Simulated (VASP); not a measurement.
Here is a VASP 6.6.1 calculation.

The input INCAR:

```
PREC = Accurate
ENCUT = 520
EDIFF = 1E-6
ISMEAR = 0
SIGMA = 0.1
LREAL = F
LASPH = T
NELM = 150
ALGO = Normal
ISIF = 2
LWAVE = F
LCHARG = F
ISPIN = 2
MAGMOM = 0 0 0 0 0 0
LORBIT = 11
LMAXMIX = 4
GGA = PE
NBANDS = 48
```

File KPOINTS:

```
Automatic mesh
0
Gamma
  6 6 4
```

The input POSCAR:

```
Nb5O
1.0
    3.8777204100      0.0000000000      0.0000000000
   -1.9388602000      3.3582043800      0.0000000000
    0.0000000000      0.0000000000      6.8943024900
Nb O
5 1
Direct
    0.3333333300      0.6666666700      0.3201413500
    0.6666666700      0.3333333300      0.3201413500
    0.6666666700      0.3333333300      0.6798586500
    0.3333333300      0.6666666700      0.6798586500
    0.0000000000      0.0000000000      0.0000000000
    0.0000000000      0.0000000000      0.5000000000
```

Potentials or basis: VASP PAW PBE potentials, release 64 (Nb_sv, O).

Run with:

```console
$ cat potpaw_PBE.64/Nb_sv/POTCAR potpaw_PBE.64/O/POTCAR > POTCAR
$ mpirun -np 1 vasp_std > vasp.out
```

(1) Predict the pressure.

(2) Estimate the net moment.

(3) What does it give for the largest force?

Answers

(1) 44.5 GPa.

(2) 0.00 μB per cell.

(3) 5.089 eV/Å.

Caveat: the stress differs along the axes, from 34 to 50 GPa; no moment was typed at the start, so none could form; forces of over 1 eV/Å act on the atoms, so gaps and moduli don't describe the material at rest.
